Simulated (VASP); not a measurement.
A run of VASP 6.6.1:

INCAR

```
SYSTEM = SrAsO3
ALGO     = Normal         ! electronic algorithm
EDIFF    = 1E-6           ! SCF threshold, eV
ENCUT    = 520            ! plane-wave cutoff, eV
GGA      = CA             ! functional
ISIF     = 2              ! what is computed and relaxed
ISMEAR   = 1              ! smearing method
LASPH    = .TRUE.         ! aspherical terms in the spheres
LCHARG   = .FALSE.        ! write CHGCAR
LREAL    = .FALSE.        ! projectors in reciprocal space
LWAVE    = .FALSE.        ! write WAVECAR
NBANDS   = 24             ! bands
NELM     = 100            ! most SCF steps
PREC     = Accurate       ! precision mode
SIGMA    = 0.1            ! smearing width, eV
```

Contents of KPOINTS:

```
k-points
0
G
  6 6 6
  0 0 0
```

Contents of POSCAR:

```
SrAsO3
1.0
    4.1031885530      0.0000000000      0.0000000000
    0.0000000000      4.1031885530      0.0000000000
    0.0000000000      0.0000000000      4.1031885530
Sr As O
1 1 3
Direct
    0.0000000000      0.0000000000      0.0000000000
    0.5000000000      0.5000000000      0.5000000000
    0.5000000000      0.5000000000      0.0000000000
    0.5000000000      0.0000000000      0.5000000000
    0.0000000000      0.5000000000      0.5000000000
```

Potentials or basis: VASP PAW LDA potentials, release 64 (Sr_sv, As, O).

Launch:

```console
$ cat potpaw_LDA.64/Sr_sv/POTCAR potpaw_LDA.64/As/POTCAR potpaw_LDA.64/O/POTCAR > POTCAR
$ mpirun -np 1 vasp_std > vasp.out
```

Hardware: 1 thread of Intel(R) Xeon(R) 6975P-C (Granite Rapids), with other jobs on the host.

Task: How long does it take, and how much memory?

Result: Run time: 9.6 s on 1 thread of Intel(R) Xeon(R) 6975P-C (Granite Rapids), with other jobs on the host, peak memory 0.17 GiB. Counts: scf iterations 13, k points 20.
